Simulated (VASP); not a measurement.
Input of a VASP 6.6.1 run:

INCAR

```
SYSTEM = Ga3As4Se
PREC = Accurate
ENCUT = 600
EDIFF = 1E-6
ISMEAR = 0
SIGMA = 0.2
LREAL = .False.
LASPH = .True.
NELM = 100
ALGO = Normal
ISIF = 3
LWAVE = .False.
LCHARG = .False.
GGA = PE
IBRION = 2
NSW = 36
EDIFFG = -0.08
```

The input KPOINTS:

```
Automatic mesh
0
Gamma
  3 3 3
  0 0 0
```

POSCAR

```
Ga3As4Se
1.0
    5.5036298300      0.0000000000      0.0000000000
    0.0000000000      5.5036298300      0.0000000000
    0.0000000000      0.0000000000      6.2988130400
Ga As Se
3 4 1
Direct
    0.0000000000      0.5000000000      0.0000000000
    0.5000000000      0.0000000000      0.0000000000
    0.5000000000      0.5000000000      0.5000000000
    0.0000000000      0.0000000000      0.3223495300
    0.0000000000      0.0000000000      0.6776504700
    0.0000000000      0.5000000000      0.5000000000
    0.5000000000      0.0000000000      0.5000000000
    0.5000000000      0.5000000000      0.0000000000
```

Potentials or basis: VASP PAW PBE potentials, release 64 (Ga_d, As, Se).

Run with:

```bash
$ cat potpaw_PBE.64/Ga_d/POTCAR potpaw_PBE.64/As/POTCAR potpaw_PBE.64/Se/POTCAR > POTCAR
$ mpirun -np 1 vasp_std > vasp.out
```

**Question.** Predict the band gap on the k mesh.

**Answer.** Zero (an odd number of electrons rules out a gap without spin polarisation).

**Question.** What does it give for the relaxed volume?

**Answer.** 20.85 Å³/atom.

**Question.** Estimate the relaxed cell.

**Answer.** a = 5.287 Å, b = 5.287 Å, c = 5.967 Å, α = 90.00°, β = 90.00°, γ = 90.00°.

Step by step:
```csv
step,energy change (eV),largest force (eV/Å),pressure (GPa),volume (Å³)
1,0.0000,3.6117,-2.65,190.79
2,-0.6886,0.1119,-2.94,179.94
3,-0.6900,0.1954,-2.79,178.87
4,-0.8232,0.1401,0.47,167.27
5,-0.8238,0.1638,0.76,166.49
6,-0.8890,0.1621,0.53,165.64
7,-0.9033,0.1742,0.50,164.98
8,-0.9033,0.1755,0.50,164.94
9,-0.9061,0.0049,-0.27,166.78
```

Caveat: the k points lie up to 0.40 Å⁻¹ apart in the final cell, too coarse for converged energies and pressures of a metal.
